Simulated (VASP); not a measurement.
# NaZr2 (R-3m) in VASP: further runs

Runs on NaZr2. Level: PBE. Tasks: single point.

Everything below comes from runs of VASP 6.6.1. Logs are shortened: lines on timing, memory, paths and dates and some standing lists are left out, and cuts for length are marked.

## (1) The cell of the first run

Symmetry: R-3m, No. 166, trigonal system. Conventional cell: a = 3.478 Å, b = 3.478 Å, c = 15.758 Å, α = 90.00°, β = 90.00°, γ = 120.00°. Within 3.2 Å of Na (site symmetry -3m) lie 6 Zr at 2.40 Å. Within 3.2 Å of Zr (site symmetry 3m) lie 3 Na at 2.40 Å.

## (2) Single point, PBE

File INCAR:

```
PREC = Accurate
ENCUT = 520
EDIFF = 1E-6
ISMEAR = 0
SIGMA = 0.1
LREAL = F
LASPH = T
NELM = 60
ALGO = Normal
ISIF = 2
LWAVE = F
LCHARG = T
GGA = PE
LELF = T
LVHAR = T
NBANDS = 22
```

File KPOINTS:

```
Automatic mesh
0
Gamma
  6 6 6
```

File POSCAR:

```
NaZr2
1.0
    1.7391874092      1.0041203189      5.2527908824
   -1.7391874092      1.0041203189      5.2527908824
    0.0000000000     -2.0082406378      5.2527908824
Na Zr
1 2
Direct
    0.0000000000      0.0000000000      0.0000000000
    0.7500000000      0.7500000000      0.7500000000
    0.2500000000      0.2500000000      0.2500000000
```

Potentials or basis: VASP PAW PBE potentials, release 64 (Na_pv, Zr_sv).

Run with:

```console
> cat potpaw_PBE.64/Na_pv/POTCAR potpaw_PBE.64/Zr_sv/POTCAR > POTCAR
> mpirun -np 1 vasp_std > vasp.out
```

OUTCAR:

```text
PREC = Accurate
   ENCUT = 520
   EDIFF = 1E-6
   ISMEAR = 0
   LREAL = F
   LASPH = T
   NELM = 60
   ISIF = 2
   GGA = PE

 ion  position               nearest neighbor table
   1  0.000  0.000  0.000-   2 2.40   2 2.40   3 2.40   3 2.40   2 2.40   3 2.40
   2  0.750  0.750  0.750-   1 2.40   1 2.40   1 2.40   3 3.31   3 3.31   3 3.31   3 3.31   3 3.31
                             3 3.31
   3  0.250  0.250  0.250-   1 2.40   1 2.40   1 2.40   2 3.31   2 3.31   2 3.31   2 3.31   2 3.31
                             2 3.31

  LATTYP: Found a trigonal (rhomboedric) cell.
 ALAT       =     5.6235969373
 COS(alpha) =     0.8087090651

  Lattice vectors:

 A1 = (   1.7391874092,   1.0041203189,   5.2527908824)
 A2 = (  -1.7391874092,   1.0041203189,   5.2527908824)
 A3 = (   0.0000000000,  -2.0082406378,   5.2527908824)

Analysis of symmetry for initial positions (statically):
=====================================================================
 Subroutine PRICEL returns:
 Original cell was already a primitive cell.

 Routine SETGRP: Setting up the symmetry group for a
 trigonal (rhombohedral) supercell.

 Subroutine GETGRP returns: Found 12 space group operations
 (whereof 12 operations were pure point group operations)
 out of a pool of 12 trial point group operations.

The static configuration has the point symmetry D_3d.

Analysis of symmetry for dynamics (positions and initial velocities):
=====================================================================
 Subroutine PRICEL returns:
 Original cell was already a primitive cell.

 Routine SETGRP: Setting up the symmetry group for a
 trigonal (rhombohedral) supercell.

 Subroutine GETGRP returns: Found 12 space group operations
 (whereof 12 operations were pure point group operations)
 out of a pool of 12 trial point group operations.

The dynamic configuration has the point symmetry D_3d.

 Subroutine INISYM returns: Found 12 space group operations
 (whereof 12 operations are pure point group operations),
 and found     1 'primitive' translations

----------------------------------------------------------------------------------------

                                     Primitive cell

  volume of cell :      55.0394

  direct lattice vectors                    reciprocal lattice vectors
     1.739187409  1.004120319  5.252790882     0.287490582  0.165982765  0.063458329
    -1.739187409  1.004120319  5.252790882    -0.287490582  0.165982765  0.063458329
     0.000000000 -2.008240638  5.252790882     0.000000000 -0.331965529  0.063458329

  length of vectors
     5.623596937  5.623596937  5.623596937     0.337976438  0.337976438  0.337976438

  position of ions in fractional coordinates (direct lattice)
     0.000000000  0.000000000  0.000000000
     0.750000000  0.750000000  0.750000000
     0.250000000  0.250000000  0.250000000

  ion indices of the primitive-cell ions
   primitive index   ion index
                 1           1
                 2           2
                 3           3

----------------------------------------------------------------------------------------

 KPOINTS: Automatic mesh

Automatic generation of k-mesh.
 Grid dimensions read from file:
 generate k-points for:    6    6    6

 Generating k-lattice:

  Cartesian coordinates                     Fractional coordinates (reciprocal lattice)
     0.047915097  0.027663794  0.010576388     0.166666667 -0.000000000  0.000000000
    -0.047915097  0.027663794  0.010576388    -0.000000000  0.166666667  0.000000000
     0.000000000 -0.055327588  0.010576388     0.000000000  0.000000000  0.166666667

  Length of vectors
     0.056329406  0.056329406  0.056329406

  Shift w.r.t. Gamma in fractional coordinates (k-lattice)
     0.000000000  0.000000000  0.000000000

 Subroutine IBZKPT returns following result:
 ===========================================

 Found     32 irreducible k-points:

 Following reciprocal coordinates:
            Coordinates               Weight
  0.000000  0.000000  0.000000      1.000000
  0.166667  0.000000  0.000000      6.000000
  0.333333 -0.000000  0.000000      6.000000
  0.500000  0.000000  0.000000      3.000000
  0.166667  0.166667  0.000000      6.000000
  0.333333  0.166667  0.000000     12.000000
[... 16 lines left out ...]
  0.500000  0.500000  0.166667      6.000000
 -0.333333  0.500000  0.166667     12.000000
 [... further k-points ...]
   k-points           NKPTS =     32   k-points in BZ     NKDIM =     32   number of bands    NBANDS=     22
   number of dos      NEDOS =    301   number of ions     NIONS =      3
   total plane-waves  NPLWV =  74088
   dimension x,y,z NGX =    42 NGY =   42 NGZ =   42
   dimension x,y,z NGXF=    84 NGYF=   84 NGZF=   84
   ions per type =               1   2
   NGX,Y,Z   is equivalent  to a cutoff of  12.42, 12.42, 12.42 a.u.
   NGXF,Y,Z  is equivalent  to a cutoff of  24.83, 24.83, 24.83 a.u.
 SYSTEM =  unknown system
   PREC   = accura    normal or accurate (medium, high low for compatibility)
   ISTART =      0    job   : 0-new  1-cont  2-samecut
   ICHARG =      2    charge: 1-file 2-atom 10-const
   ISPIN  =      1    spin polarized calculation?
   LNONCOLLINEAR =      F non collinear calculations
   LSORBIT =      F    spin-orbit coupling
   LASPH  =      T    aspherical Exc in radial PAW
   ENCUT  =  520.0 eV  38.22 Ry    6.18 a.u.  10.46 10.46 10.46*2*pi/ulx,y,z
   NELM   =     60;   NELMIN=  2; NELMDL= -5     # of ELM steps
   EDIFF  = 0.1E-05   stopping-criterion for ELM
   LREAL  =      F    real-space projection
   EDIFFG = 0.1E-04   stopping-criterion for IOM
   NSW    =      0    number of steps for IOM
   IBRION =     -1    ionic relax: 0-MD 1-quasi-New 2-CG
   NFREE  =      0    steps in history (QN), initial steepest desc. (CG)
   ISIF   =      2    stress and relaxation
   ISYM   =      2    0-nonsym 1-usesym 2-fastsym
   POTIM  = 0.5000    time-step for ionic-motion
   TEBEG  =    0.0;   TEEND  =   0.0 temperature during run
   PSTRESS=    0.0 pullay stress
   NELECT =      31.0000    total number of electrons
   NUPDOWN=      -1.0000    fix difference up-down
   EMIN   =  10.00;   EMAX   =-10.00  energy-range for DOS
   EFERMI =   0.00;   METHOD = LEGACY
   ISMEAR =     0;   SIGMA  =   0.10  broadening in eV -4-tet -1-fermi 0-gaus
   EFERMI_NEDOS =   21; number of points for ismear=-14 and -15
   IALGO  =     38    algorithm
   IMIX   =      4    mixing-type and parameters
     AMIX     =   0.40;   BMIX     =  1.00
     AMIX_MAG =   1.60;   BMIX_MAG =  1.00
  volume/ion in A,a.u.               =      18.35       123.81
  Fermi-wavevector in a.u.,A,eV,Ry     =   1.351982  2.554875 24.869480  1.827855
  Thomas-Fermi vector in A             =   2.479359
   LORBIT       =      0    0 simple, 1 ext, 2 COOP (PROOUT), +10 PAW based schemes
   GGA     = PE    functional components
   LHFCALC =     F    Hartree Fock is set to
   AEXX    =    0.0000 exact exchange contribution
   IVDW    =     0    specifies the selected vdW correction
   LEPSILON=     F    determine dielectric tensor
   LRPA    =     F    only Hartree local field effects (RPA)
 non-spin polarized calculation
 Gauss-broadening in eV      SIGMA  =   0.10
  energy-cutoff  :      520.00
  volume of cell :       55.04
 maximum number of plane-waves:      1508
 NGX is ok and might be reduce to    42
   NGX = 21   NGY = 21   NGZ = 21

 number of electron      30.9999996 magnetization

 Free energy of the ion-electron system (eV)
  ---------------------------------------------------
  ext. energy  EPLUGINS =         0.00000000
  ---------------------------------------------------
  free energy    TOTEN  =       -11.55002616 eV

  energy without entropy =      -11.52492924  energy(sigma->0) =      -11.53747770

 E-fermi :   8.7238     XC(G=0): -11.1918

 val. band max:        8.7100154488   @ k =  -0.3333   0.1667  -0.0000
 cond. band min:       8.7266911106   @ k =   0.0000   0.0000   0.0000
 fundamental gap:      0.0166756618
 Fermi energy:         8.7237722637

 k-point     1 :       0.0000    0.0000    0.0000
  band No.  band energies     occupation
      1     -40.0338      2.00000
      2     -39.9442      2.00000
      3     -18.4192      2.00000
      4     -18.1385      2.00000
      5     -18.1385      2.00000
      6     -17.9887      2.00000
[... 14 lines left out ...]
     21      10.9233      0.00000
     22      13.0796      0.00000

 k-point     2 :       0.1667    0.0000    0.0000
  band No.  band energies     occupation
      1     -40.0207      2.00000
      2     -39.9414      2.00000
      3     -18.5055      2.00000
      4     -18.2344      2.00000
      5     -18.2311      2.00000
      6     -18.0940      2.00000
[... 14 lines left out ...]
     21      11.1446      0.00000
     22      12.6470      0.00000

 k-point     3 :       0.3333   -0.0000    0.0000
  band No.  band energies     occupation
      1     -39.9893      2.00000
      2     -39.9412      2.00000
      3     -18.6419      2.00000
      4     -18.4025      2.00000
      5     -18.3682      2.00000
      6     -18.1789      2.00000
[... 14 lines left out ...]
     21      11.9282      0.00000
     22      12.0966      0.00000

 k-point     4 :       0.5000    0.0000    0.0000
  band No.  band energies     occupation
      1     -39.9612      2.00000
      2     -39.9534      2.00000
      3     -18.7234      2.00000
      4     -18.4266      2.00000
      5     -18.4058      2.00000
      6     -18.2645      2.00000
[... 14 lines left out ...]
     21      12.6040      0.00000
     22      13.8009      0.00000

 k-point     5 :       0.1667    0.1667    0.0000
  band No.  band energies     occupation
      1     -40.0194      2.00000
      2     -39.9428      2.00000
      3     -18.5154      2.00000
      4     -18.2518      2.00000
      5     -18.2049      2.00000
      6     -18.1194      2.00000
[... 417 lines left out ...]
 k-point    22 :      -0.1667    0.3333    0.1667
  band No.  band energies     occupation
      1     -39.9746      2.00000
      2     -39.9399      2.00000
      3     -18.7396      2.00000
      4     -18.5525      2.00000
      5     -18.4292      2.00000
      6     -18.2090      2.00000
[... 14 lines left out ...]
     21      13.2107      0.00000
     22      13.2380      0.00000

 k-point    23 :       0.5000    0.5000    0.1667
  band No.  band energies     occupation
      1     -39.9807      2.00000
      2     -39.9499      2.00000
      3     -18.6936      2.00000
      4     -18.4252      2.00000
      5     -18.3146      2.00000
      6     -18.2569      2.00000
[... 14 lines left out ...]
     21      12.6175      0.00000
     22      12.7707      0.00000

 k-point    24 :      -0.3333    0.5000    0.1667
  band No.  band energies     occupation
      1     -39.9668      2.00000
      2     -39.9478      2.00000
      3     -18.7495      2.00000
      4     -18.5735      2.00000
      5     -18.3360      2.00000
      6     -18.2795      2.00000
[... 14 lines left out ...]
     21      12.8676      0.00000
     22      13.2849      0.00000

 [... further k-points ...]
[... 5 lines left out ...]
  --------------------------------------------------------------------------------------
  -------------------------------------------------------------------------------------
  Total       11.6802885     11.6802885     11.0608844      0.0000000      0.0000000      0.0000000
  in kB      340.0091886    340.0091886    321.9785457      0.0000000      0.0000000      0.0000000
  external PRESSURE =     333.9989743 kB  Pullay stress =       0.0000000 kB

 VOLUME and BASIS-vectors are now :
 -----------------------------------------------------------------------------
  energy-cutoff  :      520.00
  volume of cell :       55.04
      direct lattice vectors                 reciprocal lattice vectors
     1.739187409  1.004120319  5.252790882     0.287490582  0.165982765  0.063458329
    -1.739187409  1.004120319  5.252790882    -0.287490582  0.165982765  0.063458329
     0.000000000 -2.008240638  5.252790882     0.000000000 -0.331965529  0.063458329

 POSITION                                       TOTAL-FORCE (eV/Angst)
 -----------------------------------------------------------------------------------
      0.00000      0.00000      0.00000         0.000000      0.000000      0.000000
      0.00000      0.00000     11.81878        -0.000000      0.000000      5.795198
      0.00000      0.00000      3.93959        -0.000000     -0.000000     -5.795198
 -----------------------------------------------------------------------------------
    total drift:                                0.000000      0.000000     -0.000000

  FREE ENERGIE OF THE ION-ELECTRON SYSTEM (eV)
  ---------------------------------------------------
  free  energy   TOTEN  =       -11.5500261615 eV

  energy  without entropy=      -11.5249292391  energy(sigma->0) =      -11.53747770
```

It took 83 s on 1 thread of AMD EPYC 7R43 (Zen 3), shared host; peak memory 0.22 GiB.

What came out:

- Free energy: -11.5500 eV
- Pressure: 33.4 GPa
- Largest force: 5.795 eV/Å

Forces on the atoms (eV/Å):
```
Na   0.000  0.000  0.000
Zr   0.000  0.000  5.795
Zr   0.000  0.000 -5.795
```

Levels at points of the mesh, in eV from the Fermi level:
```
           k point  band 13  band 14  band 15  band 16  band 17  band 18
(0.00, 0.00, 0.00)    -2.72     0.00     0.00     0.44     0.44     0.75
(0.50, 0.00, 0.00)    -1.84    -1.04    -0.76     0.02     0.35     1.55
(0.50, 0.50, 0.00)    -2.36    -2.11     0.25     0.75     1.16     1.98
(0.50, 0.50, 0.50)    -3.60    -0.30     0.25     0.54     0.54     0.96
```

Caveat: forces of over 1 eV/Å act on the atoms, so gaps and moduli don't describe the material at rest.

## (3) Single point, PBE

This run uses another cell than the first one, of 25.67 Å³/atom, 1.399 times its volume.

File INCAR:

```
SYSTEM = NaZr2
  PREC = Accurate
  ENCUT = 520
  EDIFF = 1E-6
  ISMEAR = 0
  SIGMA = 0.1
  LREAL = .False.
  LASPH = .True.
  NELM = 60
  ALGO = Normal
  ISIF = 2
  LWAVE = .False.
  LCHARG = .False.
  GGA = PE
  NBANDS = 22
```

File KPOINTS:

```
regular mesh
0
Gamma
  6 6 6
  0 0 0
```

File POSCAR:

```
NaZr2
1.0
    1.6045284034      0.9263749056      8.6335000861
   -1.6045284034      0.9263749056      8.6335000861
    0.0000000000     -1.8527498113      8.6335000861
Na Zr
1 2
Direct
    0.0000000000      0.0000000000      0.0000000000
    0.7857352206      0.7857352206      0.7857352206
    0.2142647794      0.2142647794      0.2142647794
```

Potentials or basis: VASP PAW PBE potentials, release 64 (Na_pv, Zr_sv).

Run with:

```console
> cat potpaw_PBE.64/Na_pv/POTCAR potpaw_PBE.64/Zr_sv/POTCAR > POTCAR
> mpirun -np 1 vasp_std > vasp.out
```

It took 5.5 min on 1 thread of AMD EPYC 7R43 (Zen 3), shared host; peak memory 0.61 GiB.

It converged, with:

| Quantity | Value |
| --- | --- |
| Free energy | -17.5492 eV |
| Pressure | -0.1 GPa |
| Largest force | 0.018 eV/Å |

Forces on the atoms (eV/Å):
```
Na   0.000  0.000  0.000
Zr   0.000  0.000 -0.018
Zr   0.000  0.000  0.018
```

Stress tensor (GPa, compression positive):
```
-0.17  0.00  0.00
 0.00 -0.17  0.00
 0.00  0.00  0.05
```

Levels at points of the mesh, in eV from the Fermi level:
| k point | band 12 | band 13 | band 14 | band 15 | band 16 | band 17 | band 18 | band 19 |
| --- | --- | --- | --- | --- | --- | --- | --- | --- |
| (0.00, 0.00, 0.00) | -5.11 | -3.46 | -2.29 | -0.78 | 0.76 | 0.76 | 0.80 | 1.01 |
| (0.50, 0.00, 0.00) | -2.67 | -2.42 | -1.81 | -0.45 | 0.36 | 0.89 | 1.19 | 1.96 |
| (0.50, 0.50, 0.00) | -2.69 | -2.46 | -1.84 | -0.34 | 0.77 | 1.14 | 1.19 | 1.91 |
| (0.50, 0.50, 0.50) | -4.91 | -3.88 | -2.39 | -0.15 | 0.76 | 0.76 | 0.90 | 1.01 |

Caveat: the k points lie up to 0.38 Å⁻¹ apart.
